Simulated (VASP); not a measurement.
# CaCuH2 (P-4m2) in VASP: further runs, part 2 of 2

VASP 6.6.1. The steps go on from the part before.

**3. Relaxation of cell and atoms, PBE**

INCAR reads:

```
  PREC = Accurate
  ENCUT = 600
  EDIFF = 1E-6
  ISMEAR = 0
  SIGMA = 0.1
  LREAL = False
  LASPH = True
  NELM = 80
  ALGO = Normal
  ISIF = 3
  LWAVE = False
  LCHARG = False
  GGA = PE
  IBRION = 2
  NSW = 90
  EDIFFG = -0.04
```

KPOINTS reads:

```
regular mesh
0
Gamma
  6 6 4
```

POSCAR reads:

```
CaCuH2
1.0
    3.5100590800      0.0000000000      0.0000000000
    0.0000000000      3.5100590800      0.0000000000
    0.0000000000      0.0000000000      5.0303112400
Ca Cu H
1 1 2
Direct
    0.0000000000      0.0000000000      0.0000000000
    0.5000000000      0.5000000000      0.5000000000
    0.0000000000      0.5000000000      0.2432881600
    0.5000000000      0.0000000000      0.7567118400
```

Potentials or basis: VASP PAW PBE potentials, release 64 (Ca_sv, Cu, H).

Launch:

```console
> cat potpaw_PBE.64/Ca_sv/POTCAR potpaw_PBE.64/Cu/POTCAR potpaw_PBE.64/H/POTCAR > POTCAR
> mpirun -np 1 vasp_std > vasp.out
```

OUTCAR:

```text
PREC = Accurate
   ENCUT = 600
   EDIFF = 1E-6
   ISMEAR = 0
   LREAL = False
   LASPH = True
   NELM = 80
   ISIF = 3
   GGA = PE
   IBRION = 2
   NSW = 90
   EDIFFG = -0.04

 ion  position               nearest neighbor table
   1  0.000  0.000  0.000-
   2  0.500  0.500  0.500-
   3  0.000  0.500  0.243-
   4  0.500  0.000  0.757-

  LATTYP: Found a simple tetragonal cell.
 ALAT       =     3.5100590800
 C/A-ratio  =     1.4331129834

  Lattice vectors:

 A1 = (   3.5100590800,   0.0000000000,   0.0000000000)
 A2 = (   0.0000000000,   3.5100590800,   0.0000000000)
 A3 = (   0.0000000000,   0.0000000000,   5.0303112400)

Analysis of symmetry for initial positions (statically):
=====================================================================
 Subroutine PRICEL returns:
 Original cell was already a primitive cell.

 Routine SETGRP: Setting up the symmetry group for a
 simple tetragonal supercell.

 Subroutine GETGRP returns: Found  8 space group operations
 (whereof  8 operations were pure point group operations)
[... 160 lines left out ...]

 number of electron      23.0000009 magnetization

 Free energy of the ion-electron system (eV)
  ---------------------------------------------------
  ext. energy  EPLUGINS =         0.00000000
  ---------------------------------------------------
  free energy    TOTEN  =       -11.77771694 eV

  energy without entropy =      -11.76494933  energy(sigma->0) =      -11.77133313

------------------------ aborting loop because EDIFF is reached ----------------------------------------

  FORCE on cell =-STRESS in cart. coord.  units (eV):
  Direction    XX          YY          ZZ          XY          YZ          ZX
  --------------------------------------------------------------------------------------
  -------------------------------------------------------------------------------------
  Total       -0.7356452     -0.7356452     -3.3152338      0.0000000      0.0000000      0.0000000
  in kB      -19.0175815    -19.0175815    -85.7039875      0.0000000      0.0000000      0.0000000
  external PRESSURE =     -41.2463835 kB  Pullay stress =       0.0000000 kB
[... 977 lines left out ...]
  FREE ENERGIE OF THE ION-ELECTRON SYSTEM (eV)
  ---------------------------------------------------
  free  energy   TOTEN  =       -12.5635473941 eV

  energy  without entropy=      -12.5549310081  energy(sigma->0) =      -12.55923920

[... ionic steps 4 to 19 ...]

--------------------------------------- Ionic step       20  -------------------------------------------

 number of electron      22.9999992 magnetization

------------------------ aborting loop because EDIFF is reached ----------------------------------------
[... 71 lines left out ...]
--------------------------------------- Ionic step       22  -------------------------------------------

 number of electron      22.9999996 magnetization

 Free energy of the ion-electron system (eV)
  ---------------------------------------------------
  ext. energy  EPLUGINS =         0.00000000
  ---------------------------------------------------
  free energy    TOTEN  =       -13.42790915 eV

  energy without entropy =      -13.42354584  energy(sigma->0) =      -13.42572749

 E-fermi :   4.8032     XC(G=0): -10.2280

 val. band max:        4.7022919402   @ k =   0.1667   0.0000   0.2500
 cond. band min:       4.8319048006   @ k =   0.1667   0.1667   0.2500
 fundamental gap:      0.1296128604
 Fermi energy:         4.8031674979
[... 463 lines left out ...]
  FREE ENERGIE OF THE ION-ELECTRON SYSTEM (eV)
  ---------------------------------------------------
  free  energy   TOTEN  =       -13.4279091462 eV

  energy  without entropy=      -13.4235458355  energy(sigma->0) =      -13.42572749

 reached required accuracy - stopping structural energy minimisation
```

OSZICAR:

```text
N       E                     dE             d eps       ncg     rms          rms(c)
DAV:   1     0.169557376629E+03    0.16956E+03   -0.11519E+04   900   0.184E+03
DAV:   2    -0.644397065133E+01   -0.17600E+03   -0.17256E+03   921   0.372E+02
DAV:   3    -0.138167671714E+02   -0.73728E+01   -0.72132E+01  1287   0.865E+01
DAV:   4    -0.143664122946E+02   -0.54965E+00   -0.54854E+00  1540   0.172E+01
[... 251 lines left out ...]
DAV:   3    -0.134284117711E+02    0.66640E-03   -0.48099E-03  1119   0.144E+00    0.169E-01
DAV:   4    -0.134279151332E+02    0.49664E-03   -0.16680E-03  1341   0.778E-01    0.198E-02
DAV:   5    -0.134279134541E+02    0.16791E-05   -0.56472E-05  1209   0.705E-02    0.153E-02
DAV:   6    -0.134279097993E+02    0.36548E-05   -0.42245E-05  1345   0.609E-02    0.639E-03
DAV:   7    -0.134279091462E+02    0.65309E-06   -0.60221E-06  1236   0.335E-02
  22 F= -.13427909E+02 E0= -.13425727E+02  d E =-.109808E-02
```

It took 3.5 min on 1 thread of Intel Xeon 6975P-C (Granite Rapids), shared host; peak memory 0.22 GiB.

Results:

```
Free energy                            : -13.4279 eV
Relaxed volume                         : 11.50 Å³/atom
Relaxed cell                           : a = 3.627 Å, b = 3.627 Å, c = 3.497 Å, α = 90.00°, β = 90.00°, γ = 90.00°
Space group after relaxing (to 0.05 Å) : P-4m2 (No. 115)
Energy gained by relaxing              : 412.5 meV/atom
Ionic steps                            : 22
Pressure after relaxing                : 0.0 GPa
Largest force after relaxing           : 0.039 eV/Å
```

Forces in eV/Å, atoms in the order of the input:
```
Ca   0.000  0.000  0.000
Cu   0.000  0.000  0.000
H    0.000  0.000  0.039
H    0.000  0.000 -0.039
```

Stress tensor (GPa, compression positive):
```
 0.15  0.00  0.00
 0.00  0.15  0.00
 0.00  0.00 -0.35
```

The path:
```tsv
step	energy change (eV)	largest force (eV/Å)	pressure (GPa)	volume (Å³)
1	0.0000	1.0742	-4.12	61.98
2	-0.2537	1.2454	-3.36	58.45
3	-0.7858	1.3050	2.59	48.43
4	0.7767	1.3105	60.02	30.89
5	-0.5517	1.6718	8.28	45.10
6	-0.7330	1.4455	7.80	44.95
7	-1.1185	0.8683	6.61	44.41
8	-1.5137	0.3623	5.41	42.97
9	-0.7314	0.8417	11.37	38.51
10	-1.5036	0.4116	5.99	42.23
11	-1.4781	0.0503	6.78	40.55
12	-1.5445	0.1919	6.26	41.38
13	-1.6142	0.1820	0.20	44.76
14	-1.6148	0.1807	-0.20	45.09
15	-1.6240	0.1539	-0.01	45.08
16	-1.6320	0.1157	0.33	45.06
17	-1.6422	0.0817	1.33	44.97
18	-1.5836	0.0128	3.40	44.61
19	-1.6438	0.0644	1.57	44.94
20	-1.6491	0.0409	0.06	46.03
21	-1.6491	0.0423	0.15	45.96
22	-1.6502	0.0392	-0.02	46.01
```

Final structure:
```
CELL_PARAMETERS angstrom
3.62716 0.00000 0.00000
0.00000 3.62716 0.00000
0.00000 0.00000 3.49726
ATOMIC_POSITIONS crystal
Ca 0.00000 0.00000 0.00000
Cu 0.50000 0.50000 0.50000
H 0.00000 0.50000 0.48977
H 0.50000 0.00000 0.51023
```

Caveat: the volume moved by over 15 % at a fixed basis, so the end points are rough.
